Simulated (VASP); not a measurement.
Write the native input for VASP 6.6.1 that does the following.

| Quantity | Value |
| --- | --- |
| Task | single point |
| Functional | PBEsol |
| Potentials or basis | VASP PAW PBE potentials, release 64 (Ca_sv, F) |
| Cutoff | 520 eV |
| k mesh | 2 × 2 × 1 |
| Occupations | gaussian, width 0.05 eV |
| Spin | no spin polarisation |
| Dipole correction | no |
| Further INCAR settings | ALGO = Normal; EDIFF = 1e-06; NBANDS = 119; NELMDL = -8 |

The structure of Ca9F16 lies in POSCAR:

```
Ca9F16
1.0
    7.7257780000      0.0000000000      0.0000000000
    3.8628890000      6.6907200000      0.0000000000
    0.0000000000      0.0000000000     17.5195620000
Ca F
9 16
Direct
    0.0000000000      0.0000000000      0.0570791000
    0.0000000000      0.5000000000      0.0570791000
    0.5000000000      0.0000000000      0.0570791000
    0.5000000000      0.5000000000      0.0570791000
    0.6606290579      0.6697532114      0.2469907677
    0.6662831861      0.1673362840      0.2884813713
    0.1696551767      0.6698074100      0.2469718751
    0.1701768605      0.1596298545      0.2467810953
    0.0012510856      0.4978236390      0.4161905530
   -0.0002209465      0.5003904578      0.1748396688
    0.1666667000      0.1666667000      0.1020864000
    0.0278874292     -0.0139531619      0.1736319144
    0.1666667000      0.6666667000      0.1020864000
    0.4864125995      0.5271777198      0.1736598524
    0.6666667000      0.1666667000      0.1020864000
    0.4860968475     -0.0139247353      0.1736337682
    0.6666667000      0.6666667000      0.1020864000
    0.6647667693      0.1699828546      0.4031511492
    0.8294460315      0.8411497631      0.2582611717
    0.7194381381      0.6404297423      0.3687032785
    0.8301213392      0.3296478655      0.2581948483
    0.1419594813      0.2160735938      0.3686362289
    0.3336699085      0.8327468150      0.2748509812
    0.1402840826      0.6405899693      0.3686965916
    0.3401366796      0.3297160232      0.2581891130
```

One way to write it, as run:

INCAR

```
SYSTEM = Ca9F16
ALGO     = Normal         ! electronic algorithm
EDIFF    = 1E-6           ! SCF threshold, eV
ENCUT    = 520            ! plane-wave cutoff, eV
GGA      = PS             ! functional
GGA_COMPAT= .FALSE.      
ISIF     = 2              ! what is computed and relaxed
ISMEAR   = 0              ! smearing method
LASPH    = .TRUE.         ! aspherical terms in the spheres
LCHARG   = .TRUE.         ! write CHGCAR
LELF     = .TRUE.         ! ELF
LREAL    = .FALSE.        ! projectors in reciprocal space
LVHAR    = .TRUE.       
LWAVE    = .FALSE.        ! write WAVECAR
NBANDS   = 119            ! bands
NELM     = 120            ! most SCF steps
NELMDL   = -8           
PREC     = Accurate       ! precision mode
SIGMA    = 0.05           ! smearing width, eV
```

KPOINTS

```
k-points
0
G
  2 2 1
  0 0 0
```

Potentials or basis: VASP PAW PBE potentials, release 64 (Ca_sv, F).

Launch:

```console
$ cat potpaw_PBE.64/Ca_sv/POTCAR potpaw_PBE.64/F/POTCAR > POTCAR
$ mpirun -np 1 vasp_std > vasp.out
```

It gave:

- Largest force: 2.310 eV/Å
- Band gap on the k mesh: 0.01 eV, direct

Caveat: the k points lie up to 0.47 Å⁻¹ apart; the PAW data sets were made with another functional, which shifts forces and pressure a little.

Run time: 24 min on 1 thread of Intel(R) Xeon(R) Platinum 8375C CPU @ 2.90GHz (Ice Lake), with other jobs on the host, peak memory 1.1 GiB.
